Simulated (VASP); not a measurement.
# Rb (I4/mmm) in VASP: settings compared

Aim: see how the results for Rb move with the level of theory and the settings. Levels: LDA, r2SCAN+rVV10. Tasks: single point.

Everything below comes from runs of VASP 6.6.1. Logs are shortened: lines on timing, memory, paths and dates and some standing lists are left out, and cuts for length are marked.

### 1 The cell of the first run

The structure is tetragonal, space group I4/mmm (No. 139). The conventional cell has a = 5.909 Å, b = 5.909 Å, c = 5.462 Å, α = 90.00°, β = 90.00°, γ = 90.00°.

### 2 Single point, LDA

The input, INCAR:

```
PREC = Accurate
ENCUT = 500
EDIFF = 1E-6
ISMEAR = -5
SIGMA = 0.1
LREAL = False
LASPH = True
NELM = 120
ALGO = Normal
ISIF = 2
LWAVE = False
LCHARG = False
NBANDS = 10
GGA_COMPAT = False
```

The input, KPOINTS:

```
Automatic mesh
0
Gamma
  7 7 7
```

The input, POSCAR:

```
Rb
1.0
   -2.9545118600      2.9545118600      2.7308451950
    2.9545118600     -2.9545118600      2.7308451950
    2.9545118600      2.9545118600     -2.7308451950
Rb
1
Direct
    0.0000000000      0.0000000000      0.0000000000
```

Potentials or basis: VASP PAW LDA potentials, release 64 (Rb_sv).

Run with:

```bash
$ cat potpaw_LDA.64/Rb_sv/POTCAR > POTCAR
$ mpirun -np 1 vasp_std > vasp.out
```

OUTCAR:

```text
PREC = Accurate
   ENCUT = 500
   EDIFF = 1E-6
   ISMEAR = -5
   LREAL = False
   LASPH = True
   NELM = 120
   ISIF = 2

 ion  position               nearest neighbor table
   1  0.000  0.000  0.000-

  LATTYP: Found a body centered tetragonal cell.
 ALAT       =     5.9090237200
 C/A-ratio  =     0.9242965757

  Lattice vectors:

 A1 = (  -2.9545118600,   2.9545118600,   2.7308451950)
 A2 = (   2.9545118600,  -2.9545118600,   2.7308451950)
 A3 = (   2.9545118600,   2.9545118600,  -2.7308451950)

Analysis of symmetry for initial positions (statically):
=====================================================================
 Subroutine PRICEL returns:
 Original cell was already a primitive cell.

 Routine SETGRP: Setting up the symmetry group for a
 body centered tetragonal supercell.

 Subroutine GETGRP returns: Found 16 space group operations
 (whereof 16 operations were pure point group operations)
 out of a pool of 16 trial point group operations.

The static configuration has the point symmetry D_4h.

Analysis of symmetry for dynamics (positions and initial velocities):
=====================================================================
 Subroutine PRICEL returns:
 Original cell was already a primitive cell.

 Routine SETGRP: Setting up the symmetry group for a
 body centered tetragonal supercell.

 Subroutine GETGRP returns: Found 16 space group operations
 (whereof 16 operations were pure point group operations)
 out of a pool of 16 trial point group operations.

The dynamic configuration has the point symmetry D_4h.

 Subroutine INISYM returns: Found 16 space group operations
 (whereof 16 operations are pure point group operations),
 and found     1 'primitive' translations

----------------------------------------------------------------------------------------

                                     Primitive cell

  volume of cell :      95.3517

  direct lattice vectors                    reciprocal lattice vectors
    -2.954511860  2.954511860  2.730845195     0.000000000  0.169232693  0.183093498
     2.954511860 -2.954511860  2.730845195     0.169232693  0.000000000  0.183093498
     2.954511860  2.954511860 -2.730845195     0.169232693  0.169232693  0.000000000

  length of vectors
     4.991572512  4.991572512  4.991572512     0.249324956  0.249324956  0.239331170

  position of ions in fractional coordinates (direct lattice)
     0.000000000  0.000000000  0.000000000

  ion indices of the primitive-cell ions
   primitive index   ion index
                 1           1

----------------------------------------------------------------------------------------

 KPOINTS: Automatic mesh

Automatic generation of k-mesh.
 Grid dimensions read from file:
 generate k-points for:    7    7    7

 Generating k-lattice:

  Cartesian coordinates                     Fractional coordinates (reciprocal lattice)
     0.000000000  0.024176099  0.026156214     0.142857143  0.000000000 -0.000000000
     0.024176099  0.000000000  0.026156214     0.000000000  0.142857143 -0.000000000
     0.024176099  0.024176099  0.000000000     0.000000000  0.000000000  0.142857143

  Length of vectors
     0.035617851  0.035617851  0.034190167

  Shift w.r.t. Gamma in fractional coordinates (k-lattice)
     0.000000000  0.000000000  0.000000000

 TETIRR: Found    771 inequivalent tetrahedra from     2058

 Subroutine IBZKPT returns following result:
 ===========================================

 Found     40 irreducible k-points:

 Following reciprocal coordinates:
            Coordinates               Weight
  0.000000  0.000000  0.000000      1.000000
  0.142857  0.000000 -0.000000      8.000000
  0.285714  0.000000  0.000000      8.000000
  0.428571  0.000000  0.000000      8.000000
  0.142857  0.142857 -0.000000      8.000000
  0.285714  0.142857 -0.000000     16.000000
[... 16 lines left out ...]
 -0.142857  0.285714  0.142857      8.000000
 -0.428571  0.428571  0.142857      8.000000
 [... further k-points ...]
   k-points           NKPTS =     40   k-points in BZ     NKDIM =     40   number of bands    NBANDS=     10
   number of dos      NEDOS =    301   number of ions     NIONS =      1
   total plane-waves  NPLWV =  46656
   dimension x,y,z NGX =    36 NGY =   36 NGZ =   36
   dimension x,y,z NGXF=    72 NGYF=   72 NGZF=   72
   ions per type =               1
   NGX,Y,Z   is equivalent  to a cutoff of  11.99, 11.99, 11.99 a.u.
   NGXF,Y,Z  is equivalent  to a cutoff of  23.98, 23.98, 23.98 a.u.
 SYSTEM =  unknown system
   PREC   = accura    normal or accurate (medium, high low for compatibility)
   ISTART =      0    job   : 0-new  1-cont  2-samecut
   ICHARG =      2    charge: 1-file 2-atom 10-const
   ISPIN  =      1    spin polarized calculation?
   LNONCOLLINEAR =      F non collinear calculations
   LSORBIT =      F    spin-orbit coupling
   LASPH  =      T    aspherical Exc in radial PAW
   ENCUT  =  500.0 eV  36.75 Ry    6.06 a.u.   9.10  9.10  9.10*2*pi/ulx,y,z
   NELM   =    120;   NELMIN=  2; NELMDL= -5     # of ELM steps
   EDIFF  = 0.1E-05   stopping-criterion for ELM
   LREAL  =      F    real-space projection
   EDIFFG = 0.1E-04   stopping-criterion for IOM
   NSW    =      0    number of steps for IOM
   IBRION =     -1    ionic relax: 0-MD 1-quasi-New 2-CG
   NFREE  =      0    steps in history (QN), initial steepest desc. (CG)
   ISIF   =      2    stress and relaxation
   ISYM   =      2    0-nonsym 1-usesym 2-fastsym
   POTIM  = 0.5000    time-step for ionic-motion
   TEBEG  =    0.0;   TEEND  =   0.0 temperature during run
   PSTRESS=    0.0 pullay stress
   NELECT =       9.0000    total number of electrons
   NUPDOWN=      -1.0000    fix difference up-down
   EMIN   =  10.00;   EMAX   =-10.00  energy-range for DOS
   EFERMI =   0.00;   METHOD = LEGACY
   ISMEAR =    -5;   SIGMA  =   0.10  broadening in eV -4-tet -1-fermi 0-gaus
   EFERMI_NEDOS =   21; number of points for ismear=-14 and -15
   IALGO  =     38    algorithm
   IMIX   =      4    mixing-type and parameters
     AMIX     =   0.40;   BMIX     =  1.00
     AMIX_MAG =   1.60;   BMIX_MAG =  1.00
  volume/ion in A,a.u.               =      95.35       643.47
  Fermi-wavevector in a.u.,A,eV,Ry     =   0.745383  1.408570  7.559340  0.555596
  Thomas-Fermi vector in A             =   1.840957
   LORBIT       =      0    0 simple, 1 ext, 2 COOP (PROOUT), +10 PAW based schemes
   GGA     = CA    functional components
   LHFCALC =     F    Hartree Fock is set to
   AEXX    =    0.0000 exact exchange contribution
   IVDW    =     0    specifies the selected vdW correction
   LEPSILON=     F    determine dielectric tensor
   LRPA    =     F    only Hartree local field effects (RPA)
 non-spin polarized calculation
 Fermi weights with tetrahedron method with Bloechl corrections
  energy-cutoff  :      500.00
  volume of cell :       95.35
 maximum number of plane-waves:      2438
   NGX = 19   NGY = 19   NGZ = 19

 number of electron       9.0000000 magnetization

 Free energy of the ion-electron system (eV)
  ---------------------------------------------------
  ext. energy  EPLUGINS =         0.00000000
  ---------------------------------------------------
  free energy    TOTEN  =        -1.02777783 eV

  energy without entropy =       -1.02777783  energy(sigma->0) =       -1.02777783

 E-fermi :  -0.2824     XC(G=0):  -5.5591

 val. band max:       -0.3049068920   @ k =  -0.4286   0.4286   0.1429
 cond. band min:      -0.3680292837   @ k =  -0.2857  -0.2857   0.2857
 fundamental gap:     -0.0631223917
 Fermi energy:        -0.2823736325

 k-point     1 :       0.0000    0.0000    0.0000
  band No.  band energies     occupation
      1     -29.1298      2.00000
      2     -13.2347      2.00000
      3     -13.2347      2.00000
      4     -13.2329      2.00000
      5      -2.2241      2.00000
      6       2.9860      0.00000
      7       3.3817      0.00000
      8       3.3817      0.00000
      9       3.8939      0.00000
     10       4.4343      0.00000

 k-point     2 :       0.1429    0.0000   -0.0000
  band No.  band energies     occupation
      1     -29.1291      2.00000
      2     -13.2499      2.00000
      3     -13.2403      2.00000
      4     -13.2344      2.00000
      5      -1.9862      2.00000
      6       2.8443      0.00000
      7       2.9525      0.00000
      8       3.4240      0.00000
      9       3.8804      0.00000
     10       4.1698      0.00000

 k-point     3 :       0.2857    0.0000    0.0000
  band No.  band energies     occupation
      1     -29.1276      2.00000
      2     -13.2854      2.00000
      3     -13.2528      2.00000
      4     -13.2356      2.00000
      5      -1.3153      2.03846
      6       1.9321      0.00000
      7       2.4117      0.00000
      8       3.9683      0.00000
      9       4.0792      0.00000
     10       4.1123      0.00000

 k-point     4 :       0.4286    0.0000    0.0000
  band No.  band energies     occupation
      1     -29.1264      2.00000
      2     -13.3133      2.00000
      3     -13.2627      2.00000
      4     -13.2366      2.00000
      5      -0.3643      1.16981
      6       0.9000      0.00000
      7       2.1327      0.00000
      8       3.8569      0.00000
      9       4.4561      0.00000
     10       4.8422      0.00000

 k-point     5 :       0.1429    0.1429   -0.0000
  band No.  band energies     occupation
      1     -29.1280      2.00000
      2     -13.2755      2.00000
      3     -13.2459      2.00000
      4     -13.2401      2.00000
      5      -1.5128      2.00749
      6       2.3339      0.00000
      7       2.4155      0.00000
      8       3.6571      0.00000
      9       3.8381      0.00000
     10       4.3540      0.00000

 k-point     6 :       0.2857    0.1429   -0.0000
  band No.  band energies     occupation
      1     -29.1267      2.00000
      2     -13.3021      2.00000
      3     -13.2607      2.00000
      4     -13.2422      2.00000
      5      -0.6691      1.88354
      6       1.4139      0.00000
      7       2.0220      0.00000
      8       3.7066      0.00000
      9       4.0948      0.00000
     10       4.7620      0.00000
[... 183 lines left out ...]
 k-point    21 :       0.4286    0.2857    0.1429
  band No.  band energies     occupation
      1     -29.1264      2.00000
      2     -13.3014      2.00000
      3     -13.2673      2.00000
      4     -13.2469      2.00000
      5      -0.0444      0.33462
      6       0.9534      0.00000
      7       1.7046      0.00000
      8       3.0419      0.00000
      9       4.6037      0.00000
     10       4.6128      0.00000

 k-point    22 :      -0.2857    0.2857    0.1429
  band No.  band energies     occupation
      1     -29.1272      2.00000
      2     -13.2844      2.00000
      3     -13.2528      2.00000
      4     -13.2466      2.00000
      5      -1.1835      2.08391
      6       1.8157      0.00000
      7       2.8694      0.00000
      8       2.9700      0.00000
      9       4.1872      0.00000
     10       4.2892      0.00000

 k-point    23 :      -0.1429    0.2857    0.1429
  band No.  band energies     occupation
      1     -29.1272      2.00000
      2     -13.2813      2.00000
      3     -13.2594      2.00000
      4     -13.2450      2.00000
      5      -1.1644      2.08419
      6       2.0125      0.00000
      7       2.4334      0.00000
      8       3.1875      0.00000
      9       4.1021      0.00000
     10       4.3115      0.00000

 k-point    24 :      -0.4286    0.4286    0.1429
  band No.  band energies     occupation
      1     -29.1262      2.00000
      2     -13.3111      2.00000
      3     -13.2612      2.00000
      4     -13.2449      2.00000
      5      -0.3049      1.17239
      6       0.8144      0.00000
      7       2.6688      0.00000
      8       2.9439      0.00000
      9       4.0973      0.00000
     10       5.1228      0.00000

 [... further k-points ...]

------------------------ aborting loop because EDIFF is reached ----------------------------------------

  FORCE on cell =-STRESS in cart. coord.  units (eV):
  Direction    XX          YY          ZZ          XY          YZ          ZX
  --------------------------------------------------------------------------------------
  -------------------------------------------------------------------------------------
  Total       -0.2981388     -0.2981388     -0.3049985      0.0000000     -0.0000000      0.0000000
  in kB       -5.0095712     -5.0095712     -5.1248337      0.0000000     -0.0000000      0.0000000
  external PRESSURE =      -5.0479921 kB  Pullay stress =       0.0000000 kB

 VOLUME and BASIS-vectors are now :
 -----------------------------------------------------------------------------
  energy-cutoff  :      500.00
  volume of cell :       95.35
      direct lattice vectors                 reciprocal lattice vectors
    -2.954511860  2.954511860  2.730845195     0.000000000  0.169232693  0.183093498
     2.954511860 -2.954511860  2.730845195     0.169232693  0.000000000  0.183093498
     2.954511860  2.954511860 -2.730845195     0.169232693  0.169232693  0.000000000

 POSITION                                       TOTAL-FORCE (eV/Angst)
 -----------------------------------------------------------------------------------
      0.00000      0.00000      0.00000         0.000000      0.000000      0.000000
 -----------------------------------------------------------------------------------
    total drift:                               -0.000000      0.000000      0.000000

  FREE ENERGIE OF THE ION-ELECTRON SYSTEM (eV)
  ---------------------------------------------------
  free  energy   TOTEN  =        -1.0277778261 eV

  energy  without entropy=       -1.0277778261  energy(sigma->0) =       -1.02777783
```

It took 15 s on 1 thread of Intel Xeon Platinum 8488C (Sapphire Rapids), shared host; peak memory 0.18 GiB.

Results:

```yaml
Free_energy: -1.0278 eV
Pressure: -0.5 GPa
Band_gap_on_the_k_mesh: zero (an odd number of electrons rules out a gap without spin polarisation)
```

Caveat: tetrahedron occupations give inexact forces and stress in metals.

[end of part 1 of 2]

The gap in the log of VASP goes by the Fermi energy; the results here count the filled bands.